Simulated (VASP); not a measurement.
# GaN (P6_3mc) in VASP: relaxation of the atoms with PBE

Aim: the relaxation of the atoms of GaN with PBE.

Program: VASP 6.6.1. These are calculated values, not measurements. Logs are shortened: lines on timing, memory, paths and dates and some standing lists are left out, and cuts for length are marked.

## (1) The cell of the first run

The structure is hexagonal, space group P6_3mc (No. 186). The conventional cell has a = 3.180 Å, b = 3.180 Å, c = 5.011 Å, α = 90.00°, β = 90.00°, γ = 120.00°. Within 2.5 Å of Ga (site symmetry 3m) lie 4 N at 1.89 to 1.94 Å. Within 2.5 Å of N (site symmetry 3m) lie 4 Ga at 1.89 to 1.94 Å.

## (2) Relaxation of the atoms, PBE (z stretched by -3 %)

File INCAR:

```
PREC = Accurate
ENCUT = 520
EDIFF = 1E-7
ISMEAR = -1
SIGMA = 0.02
LREAL = False
LASPH = True
NELM = 120
ALGO = Normal
ISIF = 2
LWAVE = False
LCHARG = False
GGA = PE
IBRION = 2
NSW = 80
EDIFFG = -0.02
GGA_COMPAT = False
NELMIN = 4
```

File KPOINTS:

```
Automatic mesh
0
Gamma
  11 11 6
```

File POSCAR:

```
GaN
1.0
    3.1800000000      0.0000000000      0.0000000000
   -1.5900000000      2.7539607840      0.0000000000
    0.0000000000      0.0000000000      5.0110200000
Ga N
2 2
Direct
    0.3333333333      0.6666666667      0.0039408785
    0.6666666667      0.3333333333      0.5039408785
    0.3333333333      0.6666666667      0.3810591215
    0.6666666667      0.3333333333      0.8810591215
```

Potentials or basis: VASP PAW PBE potentials, release 64 (Ga_d, N).

Command:

```console
> cat potpaw_PBE.64/Ga_d/POTCAR potpaw_PBE.64/N/POTCAR > POTCAR
> mpirun -np 1 vasp_std > vasp.out
```

OUTCAR:

```text
PREC = Accurate
   ENCUT = 520
   EDIFF = 1E-7
   ISMEAR = -1
   LREAL = False
   LASPH = True
   NELM = 120
   ISIF = 2
   GGA = PE
   IBRION = 2
   NSW = 80
   EDIFFG = -0.02
   NELMIN = 4

 ion  position               nearest neighbor table
   1  0.333  0.667  0.004-   3 1.89   4 1.94   4 1.94   4 1.94
   2  0.667  0.333  0.504-   4 1.89   3 1.94   3 1.94   3 1.94
   3  0.333  0.667  0.381-   1 1.89   2 1.94   2 1.94   2 1.94
   4  0.667  0.333  0.881-   2 1.89   1 1.94   1 1.94   1 1.94

  LATTYP: Found a hexagonal cell.
 ALAT       =     3.1800000000
 C/A-ratio  =     1.5757924528

  Lattice vectors:

 A1 = (   3.1800000000,   0.0000000000,   0.0000000000)
 A2 = (  -1.5900000000,   2.7539607840,   0.0000000000)
 A3 = (   0.0000000000,   0.0000000000,   5.0110200000)

Analysis of symmetry for initial positions (statically):
=====================================================================
 Subroutine PRICEL returns:
 Original cell was already a primitive cell.

 Routine SETGRP: Setting up the symmetry group for a
 hexagonal supercell.

 Subroutine GETGRP returns: Found 12 space group operations
 (whereof  6 operations were pure point group operations)
 out of a pool of 24 trial point group operations.

The static configuration has the point symmetry C_3v.
 The point group associated with its full space group is C_6v.

Analysis of symmetry for dynamics (positions and initial velocities):
=====================================================================
 Subroutine PRICEL returns:
 Original cell was already a primitive cell.

 Routine SETGRP: Setting up the symmetry group for a
 hexagonal supercell.

 Subroutine GETGRP returns: Found 12 space group operations
 (whereof  6 operations were pure point group operations)
 out of a pool of 24 trial point group operations.

The dynamic configuration has the point symmetry C_3v.
 The point group associated with its full space group is C_6v.

 Subroutine INISYM returns: Found 12 space group operations
 (whereof  6 operations are pure point group operations),
 and found     1 'primitive' translations

----------------------------------------------------------------------------------------

[... 95 lines left out ...]
   NELM   =    120;   NELMIN=  4; NELMDL= -5     # of ELM steps
   EDIFF  = 0.1E-06   stopping-criterion for ELM
   LREAL  =      F    real-space projection
   EDIFFG = -.2E-01   stopping-criterion for IOM
   NSW    =     80    number of steps for IOM
   IBRION =      2    ionic relax: 0-MD 1-quasi-New 2-CG
   NFREE  =      1    steps in history (QN), initial steepest desc. (CG)
   ISIF   =      2    stress and relaxation
   ISYM   =      2    0-nonsym 1-usesym 2-fastsym
   POTIM  = 0.5000    time-step for ionic-motion
   TEBEG  =    0.0;   TEEND  =   0.0 temperature during run
   PSTRESS=    0.0 pullay stress
   NELECT =      36.0000    total number of electrons
   NUPDOWN=      -1.0000    fix difference up-down
   EMIN   =  10.00;   EMAX   =-10.00  energy-range for DOS
   EFERMI =   0.00;   METHOD = LEGACY
   ISMEAR =    -1;   SIGMA  =   0.02  broadening in eV -4-tet -1-fermi 0-gaus
   EFERMI_NEDOS =   21; number of points for ismear=-14 and -15
   IALGO  =     38    algorithm
   IMIX   =      4    mixing-type and parameters
     AMIX     =   0.40;   BMIX     =  1.00
     AMIX_MAG =   1.60;   BMIX_MAG =  1.00
  volume/ion in A,a.u.               =      10.97        74.04
  Fermi-wavevector in a.u.,A,eV,Ry     =   1.532517  2.896037 31.954761  2.348609
  Thomas-Fermi vector in A             =   2.639712
   LORBIT       =      0    0 simple, 1 ext, 2 COOP (PROOUT), +10 PAW based schemes
   GGA     = PE    functional components
   LHFCALC =     F    Hartree Fock is set to
   AEXX    =    0.0000 exact exchange contribution
   IVDW    =     0    specifies the selected vdW correction
   LEPSILON=     F    determine dielectric tensor
   LRPA    =     F    only Hartree local field effects (RPA)
 conjugate gradient relaxation of ions
 non-spin polarized calculation
  energy-cutoff  :      520.00
  volume of cell :       43.88
 maximum number of plane-waves:      1194
 NGX is ok and might be reduce to    24
   NGX = 11   NGY = 11   NGZ = 19

--------------------------------------- Ionic step        1  -------------------------------------------

 number of electron      35.9999997 magnetization

 Free energy of the ion-electron system (eV)
  ---------------------------------------------------
  ext. energy  EPLUGINS =         0.00000000
  ---------------------------------------------------
  free energy    TOTEN  =       -24.15422148 eV

  energy without entropy =      -24.15422148  energy(sigma->0) =      -24.15422148

------------------------ aborting loop because EDIFF is reached ----------------------------------------

  FORCE on cell =-STRESS in cart. coord.  units (eV):
  Direction    XX          YY          ZZ          XY          YZ          ZX
  --------------------------------------------------------------------------------------
  -------------------------------------------------------------------------------------
  Total        2.5643126      2.5643126      6.5227763      0.0000000      0.0000000      0.0000000
  in kB       93.6204115     93.6204115    238.1398403      0.0000000      0.0000000      0.0000000
  external PRESSURE =     141.7935544 kB  Pullay stress =       0.0000000 kB
[... 63 lines left out ...]
--------------------------------------- Ionic step        3  -------------------------------------------

 number of electron      36.0000011 magnetization

 Free energy of the ion-electron system (eV)
  ---------------------------------------------------
  ext. energy  EPLUGINS =         0.00000000
  ---------------------------------------------------
  free energy    TOTEN  =       -24.16747493 eV

  energy without entropy =      -24.16747493  energy(sigma->0) =      -24.16747493

 E-fermi :   6.2693     XC(G=0): -11.8847

 val. band max:        5.8555853495   @ k =   0.0000   0.0000   0.0000
 cond. band min:       7.9869159421   @ k =   0.0000   0.0000   0.0000
 fundamental gap:      2.1313305926
 Fermi energy:         6.2692959271

 k-point     1 :       0.0000    0.0000    0.0000
  band No.  band energies     occupation
      1     -10.5654      2.00000
      2      -9.4948      2.00000
      3      -7.6914      2.00000
      4      -7.6906      2.00000
      5      -7.6906      2.00000
      6      -7.6179      2.00000
[... 589 lines left out ...]
     21      13.4557      0.00000
     22      13.9468      0.00000

 [... further k-points ...]
[... 5 lines left out ...]
  --------------------------------------------------------------------------------------
  -------------------------------------------------------------------------------------
  Total        2.9381276      2.9381276      5.5131403      0.0000000     -0.0000000     -0.0000000
  in kB      107.2680099    107.2680099    201.2790723      0.0000000     -0.0000000     -0.0000000
  external PRESSURE =     138.6050307 kB  Pullay stress =       0.0000000 kB
[... 19 lines left out ...]
  FREE ENERGIE OF THE ION-ELECTRON SYSTEM (eV)
  ---------------------------------------------------
  free  energy   TOTEN  =       -24.1674749299 eV

  energy  without entropy=      -24.1674749299  energy(sigma->0) =      -24.16747493

 reached required accuracy - stopping structural energy minimisation
```

OSZICAR:

```text
N       E                     dE             d eps       ncg     rms          rms(c)
DAV:   1     0.277837193745E+03    0.27784E+03   -0.18539E+04  2954   0.307E+03
DAV:   2     0.571574157308E+01   -0.27212E+03   -0.26382E+03  3160   0.532E+02
DAV:   3    -0.271528215082E+02   -0.32869E+02   -0.32390E+02  3320   0.154E+02
DAV:   4    -0.283077190157E+02   -0.11549E+01   -0.11522E+01  3896   0.314E+01
[... 24 lines left out ...]
DAV:   2    -0.241674836238E+02   -0.18540E-02   -0.19090E-02  3234   0.126E+00    0.492E-02
DAV:   3    -0.241674982734E+02   -0.14650E-04   -0.64732E-04  3748   0.233E-01    0.325E-02
DAV:   4    -0.241674716492E+02    0.26624E-04   -0.13307E-04  3794   0.138E-01    0.652E-03
DAV:   5    -0.241674749272E+02   -0.32780E-05   -0.38346E-05  3278   0.507E-02    0.610E-03
DAV:   6    -0.241674749299E+02   -0.27903E-08   -0.93437E-07  3694   0.151E-02
   3 F= -.24167475E+02 E0= -.24167475E+02  d E =-.132535E-01
```

CONTCAR:

```text
GaN
   1.00000000000000
     3.1800000000000002    0.0000000000000000    0.0000000000000000
    -1.5900000000000001    2.7539607840000002    0.0000000000000000
     0.0000000000000000    0.0000000000000000    5.0110200000000003
  Ga              N
     2     2
Direct
     0.3333333332999970    0.6666666667000030    0.0008559655167921
     0.6666666667000030    0.3333333332999970    0.5008559655167921
     0.3333333332999970    0.6666666667000030    0.3841440344832129
     0.6666666667000030    0.3333333332999970    0.8841440344832130

  0.00000000E+00  0.00000000E+00  0.00000000E+00
  0.00000000E+00  0.00000000E+00  0.00000000E+00
  0.00000000E+00  0.00000000E+00  0.00000000E+00
  0.00000000E+00  0.00000000E+00  0.00000000E+00
```

Run time: 4.4 min. Hardware: 1 thread of Intel Xeon 8259CL, shared host; peak memory 0.17 GiB.

Results:

* Free energy: -24.1675 eV
* Energy gained by relaxing: 3.3 meV/atom
* Ionic steps: 3
* Pressure after relaxing: 13.9 GPa
* Band gap on the k mesh: 2.13 eV

Step by step:
| step | energy change (eV) | largest force (eV/Å) | pressure (GPa) |
| --- | --- | --- | --- |
| 1 | 0.0000 | 0.4407 | 14.18 |
| 2 | -0.0115 | 0.1467 | 13.81 |
| 3 | -0.0133 | 0.0002 | 13.86 |

Final structure:
```
Ga N
1.0
     3.18000    0.00000    0.00000
    -1.59000    2.75396    0.00000
     0.00000    0.00000    5.01102
Ga N
2 2
Direct
  0.33333 0.66667 0.00086
  0.66667 0.33333 0.50086
  0.33333 0.66667 0.38414
  0.66667 0.33333 0.88414
```

Levels at points of the mesh, in eV from the valence-band top:
```
           k point  band 15  band 16  band 17  band 18  band 19  band 20  band 21  band 22
(0.00, 0.00, 0.00)    -1.33    -0.15    -0.15     0.00     2.13     4.05     9.61     9.74
(0.00, 0.00, 0.50)    -0.75    -0.75    -0.75    -0.75     4.30     4.30     8.72     8.72
```

Caveat: the cell differs from its parent crystal (z stretched by -3 %).
